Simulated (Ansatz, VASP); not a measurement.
**One calculation of Pb, two programs**

File POSCAR:

```
Pb
1.0
    0.0000000000      2.5225263162      2.5225263162
    2.5225263162      0.0000000000      2.5225263162
    2.5225263162      2.5225263162      0.0000000000
Pb
1
Direct
    0.0000000000      0.0000000000      0.0000000000
```

Contents of INCAR.step1:

```
SYSTEM = Pb
ALGO = Normal
EDIFF = 1E-4
ENCUT = 520
GGA = PE
ISMEAR = 0
LASPH = .True.
LCHARG = .False.
LREAL = .False.
LWAVE = .True.
NBANDS = 13
NELM = 80
PREC = Accurate
SIGMA = 0.1
```

INCAR.step2

```
SYSTEM = Pb
ALGO = Normal
EDIFF = 1E-6
ENCUT = 520
ISIF = 2
ISMEAR = 0
ISTART = 1
LASPH = .True.
LCHARG = .False.
LMIXTAU = .True.
LREAL = .False.
LWAVE = .False.
METAGGA = R2SCAN
NBANDS = 13
NELM = 80
PREC = Accurate
SIGMA = 0.1
```

Contents of KPOINTS:

```
k-points
0
Gamma
  14 14 14
  0 0 0
```

Input for Ansatz:

```yaml
crystal:
  lattice:
    - [0.0, 2.5225263162, 2.5225263162]
    - [2.5225263162, 0.0, 2.5225263162]
    - [2.5225263162, 2.5225263162, 0.0]
  atoms:
    - { symbol: Pb, position: [0.0, 0.0, 0.0] }
basis:
  ecutwfc: 500
kpoints:
  mp_grid: { grid: [14, 14, 14] }
hamiltonian:
  xc: r2scan
scf:
  occupations: { method: gaussian, width: 0.1 }
output:
  forces: true
  stress: true
  eigenvalues: true
```

Alike in both runs: task single point; functional r2SCAN; k mesh 14 × 14 × 14; occupations gaussian, width 0.1 eV; no spin polarisation.

|  | VASP | Ansatz |
| --- | --- | --- |
| version | VASP 6.6.1 | Ansatz 0.2.0 |
| potentials or method | VASP PAW PBE potentials, release 64 (Pb_d), cutoff 520 eV | scalar-relativistic, plane waves, PAW |
| valence electrons in the cell | 14 | 14 |

```tsv
	VASP	Ansatz	Ansatz less VASP
gap on the k mesh at the Fermi level (eV)	none	none	-
pressure (GPa)	-1.2	-1.2	+0.02
```

VASP's potentials were made for PBE, not for r2SCAN. A gap of «none» marks a metal or a gap that the smearing closes.

Neither program's run includes spin-orbit coupling.
